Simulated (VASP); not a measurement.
Set up this calculation in VASP 6.6.1, as the native input.

- Task: single point
- Functional: LDA
- Potentials or basis: VASP PAW LDA potentials, release 64 (Mn_pv, Se)
- Cutoff: 520 eV
- k mesh: 11 × 11 × 11
- Occupations: fermi-dirac, width 0.05 eV
- Spin: collinear spin, ferromagnetic start
- Starting moments: [2.8, 0.0] μB
- Hubbard terms: Mn d U = 6.0 eV
- Dipole correction: no
- Further INCAR settings: ALGO = Normal; EDIFF = 1e-06; NBANDS = 20

The structure of MnSe lies in POSCAR:

```
MnSe
1.0
    0.0000000000      2.7200000000      2.7200000000
    2.7200000000      0.0000000000      2.7200000000
    2.7200000000      2.7200000000      0.0000000000
Mn Se
1 1
Direct
    0.0000000000      0.0000000000      0.0000000000
    0.5000000000      0.5000000000      0.5000000000
```

One way to write it, as run:

INCAR

```
SYSTEM = MnSe
  PREC = Accurate
  ENCUT = 520
  EDIFF = 1E-6
  ISMEAR = -1
  SIGMA = 0.05
  LREAL = .False.
  LASPH = .True.
  NELM = 150
  ALGO = Normal
  ISIF = 2
  LWAVE = .False.
  LCHARG = .False.
  ISPIN = 2
  MAGMOM = 2.8 0
  LORBIT = 11
  LMAXMIX = 4
  LDAU = .True.
  LDAUTYPE = 2
  LDAUL = 2 -1
  LDAUU = 6 0
  LDAUJ = 0 0
  LDAUPRINT = 1
  GGA = CA
  NBANDS = 20
```

KPOINTS

```
regular mesh
0
Gamma
  11 11 11
  0 0 0
```

Potentials or basis: VASP PAW LDA potentials, release 64 (Mn_pv, Se).

Run with:

```console
$ cat potpaw_LDA.64/Mn_pv/POTCAR potpaw_LDA.64/Se/POTCAR > POTCAR
$ mpirun -np 1 vasp_std > vasp.out
```

It gave:

```yaml
Pressure: -0.6 GPa
Band_gap_on_the_k_mesh: 0.57 eV, indirect (least direct gap 2.06 eV)
Net_moment: 5.00 μB per cell
Site_moments: Mn +4.62; Se +0.07 μB
Valence_electrons_inside_the_program's_atomic_spheres: Mn 11.29; Se 3.93
```

Caveat: a cell with one magnetic atom can't hold antiferromagnetic order, which such compounds often take.

It took 110 s on 1 thread of Intel(R) Xeon(R) Platinum 8259CL CPU @ 2.50GHz (Skylake/Cascade Lake) (shared host), peak memory 0.2 GiB.
